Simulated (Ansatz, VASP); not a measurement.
**Fe: VASP beside Ansatz**

```
Fe
1.0
    -1.43773    1.43773    1.43773
     1.43773   -1.43773    1.43773
     1.43773    1.43773   -1.43773
Fe
1
Direct
  0.00000 0.00000 0.00000
```

Alike in both runs: task single point; functional r2SCAN; k mesh 22 × 22 × 22; occupations gaussian, width 0.05 eV; collinear spin.

```csv
,VASP,Ansatz
version,VASP 6.6.1,Ansatz 0.2.0
potentials or method,"VASP PAW PBE potentials, release 64 (Fe), cutoff 520 eV","scalar-relativistic, plane waves, PAW"
valence electrons in the cell,8,16
```

|  | VASP | Ansatz | Ansatz less VASP |
| --- | --- | --- | --- |
| gap on the k mesh at the Fermi level (eV) | none | none | - |
| pressure (GPa) | -1.7 | -1.4 | +0.29 |
| net moment per atom (μB) | 2.67 | 2.67 | 0.000 |
| size of the moment on the site where the two differ most (μB) | 2.74 | 2.83 | +0.085 |

VASP's potentials were made for PBE, not for r2SCAN. Site moments also hang on the region over which each program counts them. A gap of «none» marks a metal or a gap that the smearing closes. VASP's potentials hold 8 valence electrons a cell and Ansatz's 16, so a difference there can come from the potentials and not from the codes. Ansatz's warnings: stability check not made.
